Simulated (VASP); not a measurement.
# SiMo5 in VASP: single point with PBE

Aim: the single point of SiMo5 with PBE.

All numbers are computed with VASP 6.6.1; they aren't measurements. Logs are shortened: lines on timing, memory, paths and dates and some standing lists are left out, and cuts for length are marked.

**1. The cell of the first run**

The cell holds a slab with vacuum, 6 atoms: a = 3.160 Å, b = 3.160 Å, c = 25.321 Å, α = 90.00°, β = 90.00°, γ = 90.00°.

**2. Single point, PBE**

INCAR

```
SYSTEM = SiMo5
PREC     = Accurate       ! precision mode
ENCUT    = 520            ! plane-wave cutoff, eV
EDIFF    = 1E-6           ! SCF threshold, eV
ISMEAR   = 0              ! smearing method
SIGMA    = 0.1            ! smearing width, eV
LREAL    = .FALSE.        ! projectors in reciprocal space
LASPH    = .TRUE.         ! aspherical terms in the spheres
NELM     = 80             ! most SCF steps
ALGO     = Normal         ! electronic algorithm
ISIF     = 2              ! what is computed and relaxed
LWAVE    = .FALSE.        ! write WAVECAR
LCHARG   = .TRUE.         ! write CHGCAR
LDIPOL   = .TRUE.       
IDIPOL   = 3            
DIPOL    = 0.5 0.5 0.493
GGA      = PE             ! functional
LELF     = .TRUE.         ! ELF
LVHAR    = .TRUE.       
LVACPOTAV= .TRUE.       
NBANDS   = 46             ! bands
```

KPOINTS

```
Automatic mesh
0
G
  9 9 1
  0 0 0
```

POSCAR

```
SiMo5
1.0
    3.1604413623      0.0000000000      0.0000000000
    0.0000000000      3.1604413623      0.0000000000
    0.0000000000      0.0000000000     25.3208827246
Mo Si
5 1
Direct
    0.5000000000      0.5000000000      0.3356912984
    0.0000000000      0.0000000000      0.3980991023
    0.5000000000      0.5000000000      0.4592673596
    0.0000000000      0.0000000000      0.5233244668
    0.5000000000      0.5000000000      0.5823817106
    0.0000000000      0.5000000000      0.6603605161
```

Potentials or basis: VASP PAW PBE potentials, release 64 (Mo_sv, Si).

Run with:

```
cat potpaw_PBE.64/Mo_sv/POTCAR potpaw_PBE.64/Si/POTCAR > POTCAR
mpirun -np 1 vasp_std > vasp.out
```

OUTCAR:

```text
SYSTEM = SiMo5
   PREC = Accurate
   ENCUT = 520
   EDIFF = 1E-6
   ISMEAR = 0
   LREAL = .FALSE.
   LASPH = .TRUE.
   NELM = 80
   ISIF = 2
   GGA = PE

 ion  position               nearest neighbor table
   1  0.500  0.500  0.336-   2 2.74   2 2.74   2 2.74   2 2.74   3 3.13
   2  0.000  0.000  0.398-   3 2.72   3 2.72   3 2.72   3 2.72   1 2.74   1 2.74   1 2.74   1 2.74
                             4 3.17
   3  0.500  0.500  0.459-   2 2.72   2 2.72   2 2.72   2 2.72   4 2.76   4 2.76   4 2.76   4 2.76
                             5 3.12   1 3.13
   4  0.000  0.000  0.523-   5 2.69   5 2.69   5 2.69   5 2.69   3 2.76   3 2.76   3 2.76   3 2.76
                             2 3.17
   5  0.500  0.500  0.582-   6 2.53   6 2.53   4 2.69   4 2.69   4 2.69   4 2.69   3 3.12
   6  0.000  0.500  0.660-   5 2.53   5 2.53

  LATTYP: Found a simple tetragonal cell.
 ALAT       =     3.1604413623
 C/A-ratio  =     8.0118185474

  Lattice vectors:

 A1 = (   3.1604413623,   0.0000000000,   0.0000000000)
 A2 = (   0.0000000000,   3.1604413623,   0.0000000000)
 A3 = (   0.0000000000,   0.0000000000,  25.3208827246)

Analysis of symmetry for initial positions (statically):
=====================================================================
 Subroutine PRICEL returns:
 Original cell was already a primitive cell.

 Routine SETGRP: Setting up the symmetry group for a
 simple tetragonal supercell.

 Subroutine GETGRP returns: Found  4 space group operations
 (whereof  4 operations were pure point group operations)
 out of a pool of 16 trial point group operations.

The static configuration has the point symmetry C_2v.

Analysis of symmetry for dynamics (positions and initial velocities):
=====================================================================
 Subroutine PRICEL returns:
 Original cell was already a primitive cell.

 Routine SETGRP: Setting up the symmetry group for a
 simple tetragonal supercell.

 Subroutine GETGRP returns: Found  4 space group operations
 (whereof  4 operations were pure point group operations)
 out of a pool of 16 trial point group operations.

The dynamic configuration has the point symmetry C_2v.

 Subroutine INISYM returns: Found  4 space group operations
 (whereof  4 operations are pure point group operations),
 and found     1 'primitive' translations

----------------------------------------------------------------------------------------

                                     Primitive cell

  volume of cell :     252.9148

  direct lattice vectors                    reciprocal lattice vectors
     3.160441362  0.000000000  0.000000000     0.316411502  0.000000000  0.000000000
     0.000000000  3.160441362  0.000000000     0.000000000  0.316411502  0.000000000
     0.000000000  0.000000000 25.320882725     0.000000000  0.000000000  0.039493094

  length of vectors
     3.160441362  3.160441362 25.320882725     0.316411502  0.316411502  0.039493094

  position of ions in fractional coordinates (direct lattice)
     0.500000000  0.500000000  0.335691298
     0.000000000  0.000000000  0.398099102
     0.500000000  0.500000000  0.459267360
     0.000000000  0.000000000  0.523324467
     0.500000000  0.500000000  0.582381711
     0.000000000  0.500000000  0.660360516

  ion indices of the primitive-cell ions
   primitive index   ion index
                 1           1
                 2           2
                 3           3
                 4           4
                 5           5
                 6           6

----------------------------------------------------------------------------------------

 KPOINTS: Automatic mesh

Automatic generation of k-mesh.
 Grid dimensions read from file:
 generate k-points for:    9    9    1

 Generating k-lattice:

  Cartesian coordinates                     Fractional coordinates (reciprocal lattice)
     0.035156834  0.000000000  0.000000000     0.111111111  0.000000000  0.000000000
     0.000000000  0.035156834  0.000000000     0.000000000  0.111111111  0.000000000
     0.000000000  0.000000000  0.039493094     0.000000000  0.000000000  1.000000000

  Length of vectors
     0.035156834  0.035156834  0.039493094

  Shift w.r.t. Gamma in fractional coordinates (k-lattice)
     0.000000000  0.000000000  0.000000000

 Subroutine IBZKPT returns following result:
 ===========================================

 Found     25 irreducible k-points:

 Following reciprocal coordinates:
            Coordinates               Weight
  0.000000  0.000000  0.000000      1.000000
  0.111111  0.000000  0.000000      2.000000
  0.000000  0.111111  0.000000      2.000000
  0.222222  0.000000  0.000000      2.000000
  0.000000  0.222222  0.000000      2.000000
  0.333333  0.000000  0.000000      2.000000
[... 16 lines left out ...]
  0.444444  0.333333  0.000000      4.000000
 -0.333333  0.444444  0.000000      4.000000
   k-points           NKPTS =     25   k-points in BZ     NKDIM =     25   number of bands    NBANDS=     46
   number of dos      NEDOS =    301   number of ions     NIONS =      6
   total plane-waves  NPLWV = 110592
   dimension x,y,z NGX =    24 NGY =   24 NGZ =  192
   dimension x,y,z NGXF=    48 NGYF=   48 NGZF=  384
   ions per type =               5   1
   NGX,Y,Z   is equivalent  to a cutoff of  12.62, 12.62, 12.61 a.u.
   NGXF,Y,Z  is equivalent  to a cutoff of  25.25, 25.25, 25.21 a.u.
 SYSTEM =  SiMo5
   PREC   = accura    normal or accurate (medium, high low for compatibility)
   ISTART =      0    job   : 0-new  1-cont  2-samecut
   ICHARG =      2    charge: 1-file 2-atom 10-const
   ISPIN  =      1    spin polarized calculation?
   LNONCOLLINEAR =      F non collinear calculations
   LSORBIT =      F    spin-orbit coupling
   LASPH  =      T    aspherical Exc in radial PAW
   ENCUT  =  520.0 eV  38.22 Ry    6.18 a.u.   5.88  5.88 47.08*2*pi/ulx,y,z
   NELM   =     80;   NELMIN=  2; NELMDL= -5     # of ELM steps
   EDIFF  = 0.1E-05   stopping-criterion for ELM
   LREAL  =      F    real-space projection
   EDIFFG = 0.1E-04   stopping-criterion for IOM
   NSW    =      0    number of steps for IOM
   IBRION =     -1    ionic relax: 0-MD 1-quasi-New 2-CG
   NFREE  =      0    steps in history (QN), initial steepest desc. (CG)
   ISIF   =      2    stress and relaxation
   ISYM   =      2    0-nonsym 1-usesym 2-fastsym
   POTIM  = 0.5000    time-step for ionic-motion
   TEBEG  =    0.0;   TEEND  =   0.0 temperature during run
   PSTRESS=    0.0 pullay stress
   NELECT =      74.0000    total number of electrons
   NUPDOWN=      -1.0000    fix difference up-down
   EMIN   =  10.00;   EMAX   =-10.00  energy-range for DOS
   EFERMI =   0.00;   METHOD = LEGACY
   ISMEAR =     0;   SIGMA  =   0.10  broadening in eV -4-tet -1-fermi 0-gaus
   EFERMI_NEDOS =   21; number of points for ismear=-14 and -15
   IALGO  =     38    algorithm
   IMIX   =      4    mixing-type and parameters
     AMIX     =   0.40;   BMIX     =  1.00
     AMIX_MAG =   1.60;   BMIX_MAG =  1.00
  volume/ion in A,a.u.               =      42.15       284.46
  Fermi-wavevector in a.u.,A,eV,Ry     =   1.086828  2.053806 16.071121  1.181194
  Thomas-Fermi vector in A             =   2.222973
   LORBIT       =      0    0 simple, 1 ext, 2 COOP (PROOUT), +10 PAW based schemes
   GGA     = PE    functional components
   LHFCALC =     F    Hartree Fock is set to
   AEXX    =    0.0000 exact exchange contribution
   IVDW    =     0    specifies the selected vdW correction
   LEPSILON=     F    determine dielectric tensor
   LRPA    =     F    only Hartree local field effects (RPA)
 non-spin polarized calculation
 Gauss-broadening in eV      SIGMA  =   0.10
  energy-cutoff  :      520.00
  volume of cell :      252.91
 maximum number of plane-waves:      6884
   NGX = 11   NGY = 11   NGZ = 95

 dipolmoment           0.000000      0.000000     -0.014931 electrons x Angstroem

 number of electron      74.0000011 magnetization

 dipolmoment           0.000000      0.000000      0.057413 electrons x Angstroem

 Free energy of the ion-electron system (eV)
  ---------------------------------------------------
  ext. energy  EPLUGINS =         0.00000000
  ---------------------------------------------------
  free energy    TOTEN  =       -56.02061133 eV

  energy without entropy =      -55.98231891  energy(sigma->0) =      -56.00146512

 E-fermi :   1.6093     XC(G=0):  -5.8079

 val. band max:        1.6030432992   @ k =   0.3333   0.2222   0.0000
 cond. band min:       1.6122926856   @ k =  -0.2222   0.3333   0.0000
 fundamental gap:      0.0092493863
 Fermi energy:         1.6092580706

 k-point     1 :       0.0000    0.0000    0.0000
  band No.  band energies     occupation
      1     -59.5728      2.00000
      2     -59.3461      2.00000
      3     -59.2304      2.00000
      4     -59.1328      2.00000
      5     -58.8537      2.00000
      6     -33.8094      2.00000
[... 38 lines left out ...]
     45       3.6759      0.00000
     46       4.4144      0.00000

 k-point     2 :       0.1111    0.0000    0.0000
  band No.  band energies     occupation
      1     -59.5617      2.00000
      2     -59.3405      2.00000
      3     -59.2277      2.00000
      4     -59.1382      2.00000
      5     -58.8567      2.00000
      6     -33.8409      2.00000
[... 38 lines left out ...]
     45       3.6512      0.00000
     46       3.8454      0.00000

 k-point     3 :       0.0000    0.1111    0.0000
  band No.  band energies     occupation
      1     -59.5617      2.00000
      2     -59.3405      2.00000
      3     -59.2278      2.00000
      4     -59.1382      2.00000
      5     -58.8567      2.00000
      6     -33.8407      2.00000
[... 1018 lines left out ...]
     45       3.9861      0.00000
     46       4.1539      0.00000

 k-point    24 :      -0.3333    0.4444    0.0000
  band No.  band energies     occupation
      1     -59.4429      2.00000
      2     -59.2939      2.00000
      3     -59.1897      2.00000
      4     -59.1745      2.00000
      5     -58.8688      2.00000
      6     -34.0706      2.00000
[... 38 lines left out ...]
     45       3.9891      0.00000
     46       4.1737      0.00000

 [... further k-points ...]

------------------------ aborting loop because EDIFF is reached ----------------------------------------

  FORCE on cell =-STRESS in cart. coord.  units (eV):
  Direction    XX          YY          ZZ          XY          YZ          ZX
  --------------------------------------------------------------------------------------
  -------------------------------------------------------------------------------------
  Total       -5.9442958     -7.0708163     -1.8040621      0.0000000      0.0000000      0.0000000
  in kB      -37.6562162    -44.7925534    -11.4284612      0.0000000      0.0000000      0.0000000
  external PRESSURE =     -31.2924103 kB  Pullay stress =       0.0000000 kB

 VOLUME and BASIS-vectors are now :
 -----------------------------------------------------------------------------
  energy-cutoff  :      520.00
  volume of cell :      252.91
      direct lattice vectors                 reciprocal lattice vectors
     3.160441362  0.000000000  0.000000000     0.316411502  0.000000000  0.000000000
     0.000000000  3.160441362  0.000000000     0.000000000  0.316411502  0.000000000
     0.000000000  0.000000000 25.320882725     0.000000000  0.000000000  0.039493094

 POSITION                                       TOTAL-FORCE (eV/Angst)
 -----------------------------------------------------------------------------------
      1.58022      1.58022      8.50000         0.000000      0.000000      1.188836
      0.00000      0.00000     10.08022         0.000000      0.000000     -1.184877
      1.58022      1.58022     11.62905         0.000000      0.000000     -0.022625
      0.00000      0.00000     13.25104         0.000000      0.000000     -0.013255
      1.58022      1.58022     14.74642         0.000000      0.000000      0.015521
      0.00000      1.58022     16.72091         0.000000      0.000000      0.016400
 -----------------------------------------------------------------------------------
    total drift:                                0.000000     -0.000000      0.000380

  FREE ENERGIE OF THE ION-ELECTRON SYSTEM (eV)
  ---------------------------------------------------
  free  energy   TOTEN  =       -56.0206113261 eV

  energy  without entropy=      -55.9823189146  energy(sigma->0) =      -56.00146512

 vacuum level on the upper side and lower side of the slab         6.643         5.603
```

Run time: 9.7 min. Hardware: 1 thread of Intel Xeon Platinum 8488C (Sapphire Rapids), shared host; peak memory 0.44 GiB.

Results:

```yaml
Free_energy: -56.0206 eV
Largest_force: 1.189 eV/Å
Band_gap_on_the_k_mesh: zero (bands 37 and 38 overlap by 1.01 eV)
```

Forces in eV/Å, atoms in the order of the input:
```
Mo   0.000  0.000  1.189
Mo   0.000  0.000 -1.185
Mo   0.000  0.000 -0.023
Mo   0.000  0.000 -0.013
Mo   0.000  0.000  0.016
Si   0.000  0.000  0.016
```

Levels at points of the mesh, in eV from the Fermi level:
```tsv
k point	band 34	band 35	band 36	band 37	band 38	band 39	band 40	band 41
(0.00, 0.00, 0.00)	-0.80	-0.70	-0.31	-0.09	-0.08	-0.06	-0.04	1.04
```
